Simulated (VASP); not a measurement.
# NbAs in VASP: a series of runs, part 2 of 2

VASP 6.6.1. The steps go on from the part before.

## (4) Single point, PBE

This run uses another cell than the first one: it holds 2 atoms, not 4.

INCAR reads:

```
  ALGO = Normal
  EDIFF = 1E-6
  ENCUT = 500
  GGA = PE
  GGA_COMPAT = F
  ISIF = 2
  ISMEAR = 0
  LASPH = T
  LCHARG = F
  LREAL = F
  LWAVE = F
  NBANDS = 16
  NELM = 120
  PREC = Accurate
  SIGMA = 0.2
```

KPOINTS reads:

```
k-points
0
Gamma
  7 7 4
```

POSCAR reads:

```
NbAs
1.0
    2.9735080496      0.0000000000      0.0000000000
   -1.4867540248      2.5751335093      0.0000000000
    0.0000000000      0.0000000000      5.1333023432
Nb As
1 1
Direct
    0.0000000000      0.0000000000      0.8391224569
    0.0000000000      0.0000000000      0.3391529831
```

Potentials or basis: VASP PAW PBE potentials, release 64 (Nb_sv, As).

Run with:

```sh
$ cat potpaw_PBE.64/Nb_sv/POTCAR potpaw_PBE.64/As/POTCAR > POTCAR
$ mpirun -np 1 vasp_std > vasp.out
```

OUTCAR:

```text
EDIFF = 1E-6
   ENCUT = 500
   GGA = PE
   ISIF = 2
   ISMEAR = 0
   LASPH = T
   LREAL = F
   NELM = 120
   PREC = Accurate

 ion  position               nearest neighbor table
   1  0.000  0.000  0.839-   2 2.57   2 2.57
   2  0.000  0.000  0.339-   1 2.57   1 2.57

  LATTYP: Found a hexagonal cell.
 ALAT       =     2.9735080496
 C/A-ratio  =     1.7263455345

  Lattice vectors:

 A1 = (   2.9735080496,   0.0000000000,   0.0000000000)
 A2 = (  -1.4867540248,   2.5751335093,   0.0000000000)
 A3 = (   0.0000000000,   0.0000000000,   5.1333023432)

Analysis of symmetry for initial positions (statically):
=====================================================================
 Subroutine PRICEL returns:
 Original cell was already a primitive cell.

 Routine SETGRP: Setting up the symmetry group for a
 hexagonal supercell.

 Subroutine GETGRP returns: Found 12 space group operations
 (whereof 12 operations were pure point group operations)
 out of a pool of 24 trial point group operations.

The static configuration has the point symmetry C_6v.

Analysis of symmetry for dynamics (positions and initial velocities):
=====================================================================
 Subroutine PRICEL returns:
 Original cell was already a primitive cell.

 Routine SETGRP: Setting up the symmetry group for a
 hexagonal supercell.

 Subroutine GETGRP returns: Found 12 space group operations
 (whereof 12 operations were pure point group operations)
 out of a pool of 24 trial point group operations.

The dynamic configuration has the point symmetry C_6v.

 Subroutine INISYM returns: Found 12 space group operations
 (whereof 12 operations are pure point group operations),
 and found     1 'primitive' translations

----------------------------------------------------------------------------------------

                                     Primitive cell

  volume of cell :      39.3066

  direct lattice vectors                    reciprocal lattice vectors
     2.973508050  0.000000000  0.000000000     0.336303108  0.194164690  0.000000000
    -1.486754025  2.575133509  0.000000000     0.000000000  0.388329380  0.000000000
     0.000000000  0.000000000  5.133302343     0.000000000  0.000000000  0.194806371

  length of vectors
     2.973508050  2.973508050  5.133302343     0.388329380  0.388329380  0.194806371

  position of ions in fractional coordinates (direct lattice)
     0.000000000  0.000000000  0.839122457
     0.000000000  0.000000000  0.339152983

  ion indices of the primitive-cell ions
   primitive index   ion index
                 1           1
                 2           2

----------------------------------------------------------------------------------------

 KPOINTS: k-points

Automatic generation of k-mesh.
 Grid dimensions read from file:
 generate k-points for:    7    7    4

 Generating k-lattice:

  Cartesian coordinates                     Fractional coordinates (reciprocal lattice)
     0.048043301  0.027737813  0.000000000     0.142857143 -0.000000000  0.000000000
     0.000000000  0.055475626  0.000000000     0.000000000  0.142857143  0.000000000
     0.000000000  0.000000000  0.048701593     0.000000000  0.000000000  0.250000000

  Length of vectors
     0.055475626  0.055475626  0.048701593

  Shift w.r.t. Gamma in fractional coordinates (k-lattice)
     0.000000000  0.000000000  0.000000000

 Subroutine IBZKPT returns following result:
 ===========================================

 Found     24 irreducible k-points:

 Following reciprocal coordinates:
            Coordinates               Weight
  0.000000  0.000000  0.000000      1.000000
  0.142857 -0.000000  0.000000      6.000000
  0.285714  0.000000  0.000000      6.000000
  0.428571  0.000000  0.000000      6.000000
  0.142857  0.142857  0.000000      6.000000
  0.285714  0.142857  0.000000     12.000000
[... 16 lines left out ...]
  0.428571  0.142857  0.500000      6.000000
  0.285714  0.285714  0.500000      6.000000
   k-points           NKPTS =     24   k-points in BZ     NKDIM =     24   number of bands    NBANDS=     16
   number of dos      NEDOS =    301   number of ions     NIONS =      2
   total plane-waves  NPLWV =  23040
   dimension x,y,z NGX =    24 NGY =   24 NGZ =   40
   dimension x,y,z NGXF=    48 NGYF=   48 NGZF=   80
   ions per type =               1   1
   NGX,Y,Z   is equivalent  to a cutoff of  13.42, 13.42, 12.95 a.u.
   NGXF,Y,Z  is equivalent  to a cutoff of  26.84, 26.84, 25.91 a.u.
 SYSTEM =  unknown system
   PREC   = accura    normal or accurate (medium, high low for compatibility)
   ISTART =      0    job   : 0-new  1-cont  2-samecut
   ICHARG =      2    charge: 1-file 2-atom 10-const
   ISPIN  =      1    spin polarized calculation?
   LNONCOLLINEAR =      F non collinear calculations
   LSORBIT =      F    spin-orbit coupling
   LASPH  =      T    aspherical Exc in radial PAW
   ENCUT  =  500.0 eV  36.75 Ry    6.06 a.u.   5.42  5.42  9.36*2*pi/ulx,y,z
   NELM   =    120;   NELMIN=  2; NELMDL= -5     # of ELM steps
   EDIFF  = 0.1E-05   stopping-criterion for ELM
   LREAL  =      F    real-space projection
   EDIFFG = 0.1E-04   stopping-criterion for IOM
   NSW    =      0    number of steps for IOM
   IBRION =     -1    ionic relax: 0-MD 1-quasi-New 2-CG
   NFREE  =      0    steps in history (QN), initial steepest desc. (CG)
   ISIF   =      2    stress and relaxation
   ISYM   =      2    0-nonsym 1-usesym 2-fastsym
   POTIM  = 0.5000    time-step for ionic-motion
   TEBEG  =    0.0;   TEEND  =   0.0 temperature during run
   PSTRESS=    0.0 pullay stress
   NELECT =      18.0000    total number of electrons
   NUPDOWN=      -1.0000    fix difference up-down
   EMIN   =  10.00;   EMAX   =-10.00  energy-range for DOS
   EFERMI =   0.00;   METHOD = LEGACY
   ISMEAR =     0;   SIGMA  =   0.20  broadening in eV -4-tet -1-fermi 0-gaus
   EFERMI_NEDOS =   21; number of points for ismear=-14 and -15
   IALGO  =     38    algorithm
   IMIX   =      4    mixing-type and parameters
     AMIX     =   0.40;   BMIX     =  1.00
     AMIX_MAG =   1.60;   BMIX_MAG =  1.00
  volume/ion in A,a.u.               =      19.65       132.63
  Fermi-wavevector in a.u.,A,eV,Ry     =   1.261858  2.384566 21.664355  1.592285
  Thomas-Fermi vector in A             =   2.395296
   LORBIT       =      0    0 simple, 1 ext, 2 COOP (PROOUT), +10 PAW based schemes
   GGA     = PE    functional components
   LHFCALC =     F    Hartree Fock is set to
   AEXX    =    0.0000 exact exchange contribution
   IVDW    =     0    specifies the selected vdW correction
   LEPSILON=     F    determine dielectric tensor
   LRPA    =     F    only Hartree local field effects (RPA)
 non-spin polarized calculation
 Gauss-broadening in eV      SIGMA  =   0.20
  energy-cutoff  :      500.00
  volume of cell :       39.31
 maximum number of plane-waves:      1018
 NGX is ok and might be reduce to    24

 number of electron      18.0000000 magnetization

 Free energy of the ion-electron system (eV)
  ---------------------------------------------------
  ext. energy  EPLUGINS =         0.00000000
  ---------------------------------------------------
  free energy    TOTEN  =       -13.91824088 eV

  energy without entropy =      -13.87344855  energy(sigma->0) =      -13.89584472

 E-fermi :   8.2513     XC(G=0): -11.2760

 val. band max:        8.1946941773   @ k =   0.2857   0.0000   0.5000
 cond. band min:       8.2706153130   @ k =   0.1429   0.1429   0.0000
 fundamental gap:      0.0759211357
 Fermi energy:         8.2512927456

 k-point     1 :       0.0000    0.0000    0.0000
  band No.  band energies     occupation
      1     -46.6554      2.00000
      2     -22.8960      2.00000
      3     -22.1606      2.00000
      4     -22.1606      2.00000
      5      -5.3477      2.00000
      6       4.2660      2.00000
[... 8 lines left out ...]
     15      17.7866      0.00000
     16      20.5238      0.00000
[... 419 lines left out ...]
 k-point    24 :       0.2857    0.2857    0.5000
  band No.  band energies     occupation
      1     -46.5127      2.00000
      2     -22.8998      2.00000
      3     -22.7401      2.00000
      4     -22.6645      2.00000
      5      -0.9264      2.00000
      6       3.5856      2.00000
[... 8 lines left out ...]
     15      15.8915      0.00000
     16      20.2335      0.00000

------------------------ aborting loop because EDIFF is reached ----------------------------------------

  FORCE on cell =-STRESS in cart. coord.  units (eV):
  Direction    XX          YY          ZZ          XY          YZ          ZX
  --------------------------------------------------------------------------------------
  -------------------------------------------------------------------------------------
  Total       -0.0712271     -0.0712271     -0.1161547      0.0000000     -0.0000000      0.0000000
  in kB       -2.9032876     -2.9032876     -4.7345828      0.0000000     -0.0000000      0.0000000
  external PRESSURE =      -3.5137193 kB  Pullay stress =       0.0000000 kB

 VOLUME and BASIS-vectors are now :
 -----------------------------------------------------------------------------
  energy-cutoff  :      500.00
  volume of cell :       39.31
      direct lattice vectors                 reciprocal lattice vectors
     2.973508050  0.000000000  0.000000000     0.336303108  0.194164690  0.000000000
    -1.486754025  2.575133509  0.000000000     0.000000000  0.388329380  0.000000000
     0.000000000  0.000000000  5.133302343     0.000000000  0.000000000  0.194806371

 POSITION                                       TOTAL-FORCE (eV/Angst)
 -----------------------------------------------------------------------------------
      0.00000      0.00000      4.30747        -0.000000      0.000000      0.002028
      0.00000      0.00000      1.74097         0.000000     -0.000000     -0.002028
 -----------------------------------------------------------------------------------
    total drift:                                0.000000      0.000000      0.000053

  FREE ENERGIE OF THE ION-ELECTRON SYSTEM (eV)
  ---------------------------------------------------
  free  energy   TOTEN  =       -13.9182408846 eV

  energy  without entropy=      -13.8734485480  energy(sigma->0) =      -13.89584472
```

OSZICAR:

```text
N       E                     dE             d eps       ncg     rms          rms(c)
DAV:   1     0.129072270726E+03    0.12907E+03   -0.91576E+03   776   0.106E+03
DAV:   2    -0.537222711926E+01   -0.13444E+03   -0.12888E+03  1000   0.341E+02
DAV:   3    -0.141728395268E+02   -0.88006E+01   -0.86346E+01  1392   0.636E+01
DAV:   4    -0.143268006796E+02   -0.15396E+00   -0.15289E+00  1000   0.802E+00
DAV:   5    -0.143316462889E+02   -0.48456E-02   -0.48438E-02  1240   0.133E+00    0.638E+00
DAV:   6    -0.140282609804E+02    0.30339E+00   -0.10045E+00  1264   0.863E+00    0.258E+00
DAV:   7    -0.139476244630E+02    0.80637E-01   -0.32562E-01   904   0.255E+00    0.164E+00
DAV:   8    -0.139175735308E+02    0.30051E-01   -0.11724E-01  1216   0.315E+00    0.620E-01
DAV:   9    -0.139182997046E+02   -0.72617E-03   -0.91424E-03  1056   0.886E-01    0.801E-02
DAV:  10    -0.139182537490E+02    0.45956E-04   -0.85202E-04  1240   0.234E-01    0.246E-02
DAV:  11    -0.139182403456E+02    0.13403E-04   -0.62683E-05  1008   0.557E-02    0.115E-02
DAV:  12    -0.139182408846E+02   -0.53900E-06   -0.61472E-06   976   0.191E-02
   1 F= -.13918241E+02 E0= -.13895845E+02  d E =-.447923E-01
```

Wall time 30 s (1 thread of Intel Xeon 8259CL, shared host); peak memory 0.16 GiB.

Results:

* Free energy: -13.9182 eV
* Pressure: -0.4 GPa
* Band gap on the k mesh: zero (band 9 reaches 9.27 eV, above the bottom of band 10 at 7.53 eV)

Forces on the atoms (eV/Å):
```
Nb   0.000  0.000  0.002
As   0.000  0.000 -0.002
```

Stress tensor (GPa, compression positive):
```
-0.29  0.00  0.00
 0.00 -0.29  0.00
 0.00  0.00 -0.47
```

Levels at points of the mesh, in eV from the Fermi level:
| k point | band 7 | band 8 | band 9 | band 10 | band 11 | band 12 |
| --- | --- | --- | --- | --- | --- | --- |
| (0.00, 0.00, 0.00) | -3.87 | 0.44 | 0.44 | 1.55 | 2.65 | 2.65 |
| (0.00, 0.00, 0.50) | -3.33 | 0.45 | 0.45 | 2.09 | 2.09 | 5.05 |

## (5) Overview

| cell | k mesh | gap on the mesh (eV) | pressure (GPa) |
| --- | --- | --- | --- |
| a = 4.630, b = 4.630, c = 5.208 Å, angles 90.0, 90.0, 120.0°, 4 atoms | 6 × 6 × 4 | none | 0.5 |
| a = 2.916, b = 2.916, c = 5.242 Å, angles 90.0, 90.0, 120.0°, 2 atoms | 6 × 6 × 5 | none | 0.0 |
| a = 2.974, b = 2.974, c = 5.133 Å, angles 90.0, 90.0, 120.0°, 2 atoms | 7 × 7 × 4 | none | -0.4 |

Alike in all rows: task single point; level PBE; potentials or basis VASP PAW PBE potentials, release 64 (Nb_sv, As); no spin polarisation; cutoff (eV) 500; smearing gaussian 0.2 eV.

Caveats: some runs use coarse meshes.

Total energies depend on the potentials used, so only differences within one code and one set of settings carry meaning.
